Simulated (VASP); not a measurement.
# MoRu2 (P-62m) in VASP: a series of runs

The runs below take MoRu2 through relaxation of shape and atoms at fixed volume, single point, with PBE.

Program: VASP 6.6.1. These are calculated values, not measurements. Logs are shortened: lines on timing, memory, paths and dates and some standing lists are left out, and cuts for length are marked.

## Step 1: The cell of the first run

It takes space group P-62m (No. 189, hexagonal). The conventional cell has a = 4.576 Å, b = 4.576 Å, c = 4.201 Å, α = 90.00°, β = 90.00°, γ = 120.00°. Mo (site symmetry -6) has 9 Ru at 2.60 to 2.64 Å and 3 Mo at 2.64 Å within 3.4 Å. Within 3.4 Å of Ru (site symmetry -62m) lie 6 Ru at 2.59 Å and 6 Mo at 2.64 Å. Within 3.4 Å of Ru (site symmetry m2m) lie 8 Ru at 2.59 to 2.65 Å and 4 Mo at 2.60 Å.

## Step 2: Relaxation of shape and atoms at fixed volume, PBE (12.70 Å³/atom)

File INCAR:

```
SYSTEM = MoRu2
PREC = Accurate
ENCUT = 500
EDIFF = 1E-7
ISMEAR = 0
SIGMA = 0.1
LREAL = .FALSE.
LASPH = .TRUE.
NELM = 120
ALGO = Normal
ISIF = 4
LWAVE = .FALSE.
LCHARG = .FALSE.
GGA = PE
IBRION = 2
NSW = 50
EDIFFG = -0.01
GGA_COMPAT = .FALSE.
NELMIN = 4
```

File KPOINTS:

```
Automatic mesh
0
G
  12 12 8
  0 0 0
```

File POSCAR:

```
MoRu2
1.0
    4.5761573435      0.0000000000      0.0000000000
   -2.2880786717      3.9630685112      0.0000000000
    0.0000000000      0.0000000000      4.2012690357
Mo Ru
2 4
Direct
    0.6666666667      0.3333333333      0.0000000000
    0.3333333333      0.6666666667      0.0000000000
    0.0000000000      0.0000000000      0.0000000000
    0.0000000000      0.3311812850      0.5000000000
    0.6688187150      0.6688187150      0.5000000000
    0.3311812850      0.0000000000      0.5000000000
```

Potentials or basis: VASP PAW PBE potentials, release 64 (Mo_sv, Ru_pv).

The run is started by

```console
$ cat potpaw_PBE.64/Mo_sv/POTCAR potpaw_PBE.64/Ru_pv/POTCAR > POTCAR
$ mpirun -np 1 vasp_std > vasp.out
```

OUTCAR:

```text
SYSTEM = MoRu2
   PREC = Accurate
   ENCUT = 500
   EDIFF = 1E-7
   ISMEAR = 0
   LREAL = .FALSE.
   LASPH = .TRUE.
   NELM = 120
   ISIF = 4
   GGA = PE
   IBRION = 2
   NSW = 50
   EDIFFG = -0.01
   NELMIN = 4

 ion  position               nearest neighbor table
   1  0.667  0.333  0.000-   4 2.60   4 2.60   6 2.60   6 2.60   5 2.60   5 2.60   3 2.64   2 2.64
                             2 2.64   3 2.64   3 2.64   2 2.64
   2  0.333  0.667  0.000-   6 2.60   6 2.60   4 2.60   4 2.60   5 2.60   5 2.60   3 2.64   1 2.64
                             1 2.64   3 2.64   3 2.64   1 2.64
   3  0.000  0.000  0.000-   4 2.59   4 2.59   6 2.59   6 2.59   5 2.59   5 2.59   1 2.64   2 2.64
                             2 2.64   1 2.64   1 2.64   2 2.64
   4  0.000  0.331  0.500-   3 2.59   3 2.59   1 2.60   1 2.60   2 2.60   2 2.60   6 2.62   5 2.62
                             5 2.65   6 2.65   6 2.65   5 2.65
   5  0.669  0.669  0.500-   3 2.59   3 2.59   1 2.60   1 2.60   2 2.60   2 2.60   4 2.62   6 2.62
                             4 2.65   6 2.65   6 2.65   4 2.65
   6  0.331  0.000  0.500-   3 2.59   3 2.59   2 2.60   2 2.60   1 2.60   1 2.60   4 2.62   5 2.62
                             5 2.65   4 2.65   5 2.65   4 2.65

  LATTYP: Found a hexagonal cell.
 ALAT       =     4.5761573435
 C/A-ratio  =     0.9180779244

  Lattice vectors:

 A1 = (   4.5761573435,   0.0000000000,   0.0000000000)
 A2 = (  -2.2880786717,   3.9630685112,   0.0000000000)
 A3 = (   0.0000000000,   0.0000000000,   4.2012690357)

Analysis of symmetry for initial positions (statically):
=====================================================================
 Subroutine PRICEL returns:
 Original cell was already a primitive cell.

 Routine SETGRP: Setting up the symmetry group for a
 hexagonal supercell.

 Subroutine GETGRP returns: Found 12 space group operations
 (whereof 12 operations were pure point group operations)
 out of a pool of 24 trial point group operations.

The static configuration has the point symmetry D_3h.

Analysis of symmetry for dynamics (positions and initial velocities):
=====================================================================
 Subroutine PRICEL returns:
 Original cell was already a primitive cell.

 Routine SETGRP: Setting up the symmetry group for a
 hexagonal supercell.

 Subroutine GETGRP returns: Found 12 space group operations
 (whereof 12 operations were pure point group operations)
 out of a pool of 24 trial point group operations.

The dynamic configuration has the point symmetry D_3h.

 Subroutine INISYM returns: Found 12 space group operations
 (whereof 12 operations are pure point group operations),
 and found     1 'primitive' translations

----------------------------------------------------------------------------------------

                                     Primitive cell

  volume of cell :      76.1926

  direct lattice vectors                    reciprocal lattice vectors
     4.576157344  0.000000000  0.000000000     0.218523955  0.126164864  0.000000000
    -2.288078672  3.963068511  0.000000000     0.000000000  0.252329728  0.000000000
     0.000000000  0.000000000  4.201269036     0.000000000  0.000000000  0.238023319

  length of vectors
     4.576157344  4.576157343  4.201269036     0.252329728  0.252329728  0.238023319

  position of ions in fractional coordinates (direct lattice)
     0.666666667  0.333333333  0.000000000
     0.333333333  0.666666667  0.000000000
     0.000000000  0.000000000  0.000000000
     0.000000000  0.331181285  0.500000000
     0.668818715  0.668818715  0.500000000
     0.331181285  0.000000000  0.500000000

  ion indices of the primitive-cell ions
   primitive index   ion index
                 1           1
                 2           2
                 3           3
                 4           4
                 5           5
                 6           6

----------------------------------------------------------------------------------------

 KPOINTS: Automatic mesh

Automatic generation of k-mesh.
 Grid dimensions read from file:
 generate k-points for:   12   12    8

 Generating k-lattice:

  Cartesian coordinates                     Fractional coordinates (reciprocal lattice)
     0.018210330  0.010513739  0.000000000     0.083333333  0.000000000  0.000000000
     0.000000000  0.021027477  0.000000000     0.000000000  0.083333333  0.000000000
     0.000000000  0.000000000  0.029752915     0.000000000  0.000000000  0.125000000

  Length of vectors
     0.021027477  0.021027477  0.029752915

  Shift w.r.t. Gamma in fractional coordinates (k-lattice)
     0.000000000  0.000000000  0.000000000

 Subroutine IBZKPT returns following result:
 ===========================================

 Found     95 irreducible k-points:

 Following reciprocal coordinates:
            Coordinates               Weight
  0.000000  0.000000  0.000000      1.000000
  0.083333  0.000000  0.000000      6.000000
  0.166667  0.000000  0.000000      6.000000
  0.250000  0.000000  0.000000      6.000000
  0.333333  0.000000  0.000000      6.000000
  0.416667  0.000000  0.000000      6.000000
[... 16 lines left out ...]
  0.250000  0.000000  0.125000     12.000000
  0.333333  0.000000  0.125000     12.000000
 [... further k-points ...]
   k-points           NKPTS =     95   k-points in BZ     NKDIM =     95   number of bands    NBANDS=     50
   number of dos      NEDOS =    301   number of ions     NIONS =      6
   total plane-waves  NPLWV =  41472
   dimension x,y,z NGX =    36 NGY =   36 NGZ =   32
   dimension x,y,z NGXF=    72 NGYF=   72 NGZF=   64
   ions per type =               2   4
   NGX,Y,Z   is equivalent  to a cutoff of  13.08, 13.08, 12.66 a.u.
   NGXF,Y,Z  is equivalent  to a cutoff of  26.16, 26.16, 25.33 a.u.
 SYSTEM =  MoRu2
   PREC   = accura    normal or accurate (medium, high low for compatibility)
   ISTART =      0    job   : 0-new  1-cont  2-samecut
   ICHARG =      2    charge: 1-file 2-atom 10-const
   ISPIN  =      1    spin polarized calculation?
   LNONCOLLINEAR =      F non collinear calculations
   LSORBIT =      F    spin-orbit coupling
   LASPH  =      T    aspherical Exc in radial PAW
   ENCUT  =  500.0 eV  36.75 Ry    6.06 a.u.   8.34  8.34  7.66*2*pi/ulx,y,z
   NELM   =    120;   NELMIN=  4; NELMDL= -5     # of ELM steps
   EDIFF  = 0.1E-06   stopping-criterion for ELM
   LREAL  =      F    real-space projection
   EDIFFG = -.1E-01   stopping-criterion for IOM
   NSW    =     50    number of steps for IOM
   IBRION =      2    ionic relax: 0-MD 1-quasi-New 2-CG
   NFREE  =      1    steps in history (QN), initial steepest desc. (CG)
   ISIF   =      4    stress and relaxation
   ISYM   =      2    0-nonsym 1-usesym 2-fastsym
   POTIM  = 0.5000    time-step for ionic-motion
   TEBEG  =    0.0;   TEEND  =   0.0 temperature during run
   PSTRESS=    0.0 pullay stress
   NELECT =      84.0000    total number of electrons
   NUPDOWN=      -1.0000    fix difference up-down
   EMIN   =  10.00;   EMAX   =-10.00  energy-range for DOS
   EFERMI =   0.00;   METHOD = LEGACY
   ISMEAR =     0;   SIGMA  =   0.10  broadening in eV -4-tet -1-fermi 0-gaus
   EFERMI_NEDOS =   21; number of points for ismear=-14 and -15
   IALGO  =     38    algorithm
   IMIX   =      4    mixing-type and parameters
     AMIX     =   0.40;   BMIX     =  1.00
     AMIX_MAG =   1.60;   BMIX_MAG =  1.00
  volume/ion in A,a.u.               =      12.70        85.70
  Fermi-wavevector in a.u.,A,eV,Ry     =   1.691208  3.195919 38.915154  2.860183
  Thomas-Fermi vector in A             =   2.773016
   LORBIT       =      0    0 simple, 1 ext, 2 COOP (PROOUT), +10 PAW based schemes
   GGA     = PE    functional components
   LHFCALC =     F    Hartree Fock is set to
   AEXX    =    0.0000 exact exchange contribution
   IVDW    =     0    specifies the selected vdW correction
   LEPSILON=     F    determine dielectric tensor
   LRPA    =     F    only Hartree local field effects (RPA)
 conjugate gradient relaxation of ions
 non-spin polarized calculation
 Gauss-broadening in eV      SIGMA  =   0.10
  energy-cutoff  :      500.00
  volume of cell :       76.19
 maximum number of plane-waves:      1977
 NGX is ok and might be reduce to    36
   NGX = 17   NGY = 17   NGZ = 15

--------------------------------------- Ionic step        1  -------------------------------------------

 number of electron      83.9999989 magnetization

 Free energy of the ion-electron system (eV)
  ---------------------------------------------------
  ext. energy  EPLUGINS =         0.00000000
  ---------------------------------------------------
  free energy    TOTEN  =       -57.32604206 eV

  energy without entropy =      -57.29478354  energy(sigma->0) =      -57.31041280

------------------------ aborting loop because EDIFF is reached ----------------------------------------

  FORCE on cell =-STRESS in cart. coord.  units (eV):
  Direction    XX          YY          ZZ          XY          YZ          ZX
  --------------------------------------------------------------------------------------
  -------------------------------------------------------------------------------------
  Total       23.5738704     23.5738704     23.8539445      0.0000000     -0.0000000     -0.0000000
  in kB      495.7108818    495.7108818    501.6002745      0.0000000     -0.0000000     -0.0000000
  external PRESSURE =     497.6740127 kB  Pullay stress =       0.0000000 kB
[... 65 lines left out ...]
  energy  without entropy=      -57.2951344140  energy(sigma->0) =      -57.31058291

--------------------------------------- Ionic step        3  -------------------------------------------

 number of electron      83.9999990 magnetization

 Free energy of the ion-electron system (eV)
  ---------------------------------------------------
  ext. energy  EPLUGINS =         0.00000000
  ---------------------------------------------------
  free energy    TOTEN  =       -57.32615067 eV

  energy without entropy =      -57.29506239  energy(sigma->0) =      -57.31060653

 E-fermi :  14.5695     XC(G=0): -14.5545

 val. band max:       14.5678526765   @ k =   0.2500   0.1667   0.5000
 cond. band min:      14.5704516286   @ k =   0.2500   0.2500   0.5000
 fundamental gap:      0.0025989521
 Fermi energy:        14.5694771400

 k-point     1 :       0.0000    0.0000    0.0000
  band No.  band energies     occupation
      1     -46.1523      2.00000
      2     -45.9021      2.00000
      3     -28.7850      2.00000
      4     -28.5483      2.00000
      5     -28.5483      2.00000
      6     -28.4783      2.00000
[... 1261 lines left out ...]
     49      17.4098      0.00000
     50      17.9879      0.00000

 [... further k-points ...]

------------------------ aborting loop because EDIFF is reached ----------------------------------------

  FORCE on cell =-STRESS in cart. coord.  units (eV):
  Direction    XX          YY          ZZ          XY          YZ          ZX
  --------------------------------------------------------------------------------------
  -------------------------------------------------------------------------------------
  Total       23.6637197     23.6637197     23.6597326      0.0000000     -0.0000000      0.0000000
  in kB      497.6002302    497.6002302    497.5163903      0.0000000     -0.0000000      0.0000000
  external PRESSURE =     497.5722836 kB  Pullay stress =       0.0000000 kB
[... 21 lines left out ...]
  FREE ENERGIE OF THE ION-ELECTRON SYSTEM (eV)
  ---------------------------------------------------
  free  energy   TOTEN  =       -57.3261506738 eV

  energy  without entropy=      -57.2950623896  energy(sigma->0) =      -57.31060653

 reached required accuracy - stopping structural energy minimisation
```

It took 5.7 min on 1 thread of Intel Xeon 6975P-C (Granite Rapids), shared host; peak memory 0.39 GiB.

What came out:

| Item | Value |
| --- | --- |
| Free energy | -57.3262 eV |
| Energy gained by relaxing | 0.0 meV/atom |
| Ionic steps | 3 |
| Pressure after relaxing | 49.8 GPa |
| Band gap on the k mesh | zero (bands 42 and 43 overlap by 1.06 eV) |

Forces in eV/Å, atoms in the order of the input:
```
Mo   0.000  0.000  0.000
Mo   0.000  0.000  0.000
Ru   0.000  0.000  0.000
Ru  -0.001  0.002  0.000
Ru  -0.001 -0.002  0.000
Ru   0.003  0.000  0.000
```

Step by step:
```
step  energy change (eV)  largest force (eV/Å)  pressure (GPa)  volume (Å³)
   1              0.0000                0.0132           49.77        76.19
   2              0.0000                0.0082           49.74        76.19
   3             -0.0001                0.0027           49.76        76.19
```

Final structure:
```
Mo Ru
1.0
     4.57448    0.00000    0.00000
    -2.28724    3.96161    0.00000
     0.00000    0.00000    4.20435
Mo Ru
2 4
Direct
  0.66667 0.33333 0.00000
  0.33333 0.66667 0.00000
  0.00000 0.00000 0.00000
  0.00000 0.33125 0.50000
  0.66875 0.66875 0.50000
  0.33125 0.00000 0.50000
```

Levels at points of the mesh, in eV from the Fermi level:
```
           k point  band 39  band 40  band 41  band 42  band 43  band 44  band 45  band 46
(0.00, 0.00, 0.00)    -1.38    -0.79    -0.79    -0.15    -0.15     1.88     1.96     2.10
(0.50, 0.00, 0.00)    -1.11    -0.85    -0.68    -0.33     0.11     0.41     0.55     1.71
(0.00, 0.00, 0.50)    -1.60    -1.60    -0.71    -0.71    -0.35    -0.35     1.30     1.30
(0.50, 0.00, 0.50)    -0.96    -0.91    -0.42     0.19     0.88     1.71     1.72     2.12
```

(Part 1 of 2 ends here.)
